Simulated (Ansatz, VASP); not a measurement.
# One calculation of HfN, two programs

```
CELL_PARAMETERS angstrom
0.00000 2.26651 2.26651
2.26651 0.00000 2.26651
2.26651 2.26651 0.00000
ATOMIC_POSITIONS crystal
Hf 0.00000 0.00000 0.00000
N 0.50000 0.50000 0.50000
```

Change from the starting cell: volume scaled by 1.01, crystal datasets.

Alike in both runs: task electric field gradients; functional PBE; k mesh 10 × 10 × 10; occupations fermi-dirac, width 0.03 eV; no spin polarisation.

|  | VASP | Ansatz |
| --- | --- | --- |
| version | VASP 6.6.1 | Ansatz 0.2.0 |
| potentials or method | VASP PAW PBE potentials, release 64 (Hf_pv, N), cutoff 520 eV | all-electron PAW with datasets made for the crystal, scalar-relativistic |

```tsv
	VASP	Ansatz	Ansatz less VASP
pressure (GPa)	0.3	2.7	+2.41
```

Ansatz ran all-electron here, and VASP with PAW potentials.

Spin-orbit coupling is off throughout.
